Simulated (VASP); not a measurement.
Input of a VASP 6.6.1 run:

File INCAR:

```
SYSTEM = Li4Nb4O11
PREC     = Accurate       ! precision mode
ENCUT    = 520            ! plane-wave cutoff, eV
EDIFF    = 1E-6           ! SCF threshold, eV
ISMEAR   = 0              ! smearing method
SIGMA    = 0.05           ! smearing width, eV
LREAL    = Auto         
LASPH    = .True.         ! aspherical terms in the spheres
NELM     = 80             ! most SCF steps
ALGO     = Normal         ! electronic algorithm
ISIF     = 2              ! what is computed and relaxed
LWAVE    = .False.        ! write WAVECAR
LCHARG   = .False.        ! write CHGCAR
GGA      = PS             ! functional
NBANDS   = 80             ! bands
NELECT   = 128.0
```

File KPOINTS:

```
regular mesh
0
Gamma
  4 4 4
  0 0 0
```

Contents of POSCAR:

```
Li4Nb4O11
1.0
    5.1825903872      0.0000000000      0.0000000000
    0.0000000000      2.9921699552     -4.5492247954
    0.0000000000      5.9843399104      4.5492247953
Li Nb O
4 4 11
Direct
    0.0000000000      0.5000000000      0.2500000000
    0.5000000000      0.0000000000      0.7500000000
    0.0000000000      0.5000000000      0.7500000000
    0.5000000000      0.0000000000      0.2500000000
    0.0000000000      0.0000000000      0.0000000000
    0.5000000000      0.5000000000      0.5000000000
    0.0000000000      0.0000000000      0.5000000000
    0.5000000000      0.5000000000      0.0000000000
    0.8795714442      0.0000000000      0.2500000000
    0.3795714442      0.5000000000      0.7500000000
    0.8102142779      0.6897857221      0.9397857221
    0.8102142779      0.3102142779      0.5602142779
    0.3102142779      0.8102142779      0.0602142779
    0.1204285558      0.0000000000      0.7500000000
    0.6204285558      0.5000000000      0.2500000000
    0.6897857221      0.8102142779      0.5602142779
    0.1897857221      0.3102142779      0.0602142779
    0.1220866092      0.5872835187      0.4397857221
    0.6897857221      0.1897857221      0.9397857221
```

Potentials or basis: VASP PAW PBE potentials, release 64 (Li_sv, Nb_sv, O).

The run is started by

```bash
$ cat potpaw_PBE.64/Li_sv/POTCAR potpaw_PBE.64/Nb_sv/POTCAR potpaw_PBE.64/O/POTCAR > POTCAR
$ mpirun -np 1 vasp_std > vasp.out
```

Estimate the largest force.

5.289 eV/Å.

Forces on the atoms (eV/Å):
```
Li  -1.146 -2.538 -1.156
Li   0.242  0.680  0.581
Li   0.049  0.322  0.081
Li   0.567 -1.239 -0.480
Nb  -0.179 -0.052 -0.057
Nb   0.349  2.487 -2.834
Nb  -4.328 -0.316  2.448
Nb   0.099 -0.239 -0.096
O    1.023  2.070  1.363
O    0.353 -1.782 -0.745
O   -0.045  0.182 -0.202
O   -0.397 -1.719  1.487
O   -0.048  0.258  0.025
O    0.311 -2.435 -1.963
O   -0.810  1.425  1.737
O   -0.410 -0.375 -0.429
O    0.089 -0.136  0.316
O    4.099  3.340 -0.138
O    0.182  0.067  0.062
```

Caveat: the cell carries a net charge on a neutralising background, which shifts energy and pressure; the cell differs from its parent crystal (atoms taken out, atom 18 moved 0.167 of the way to it and -0.467 Å across, host rigid); the PAW data sets were made with another functional, which shifts forces and pressure a little.
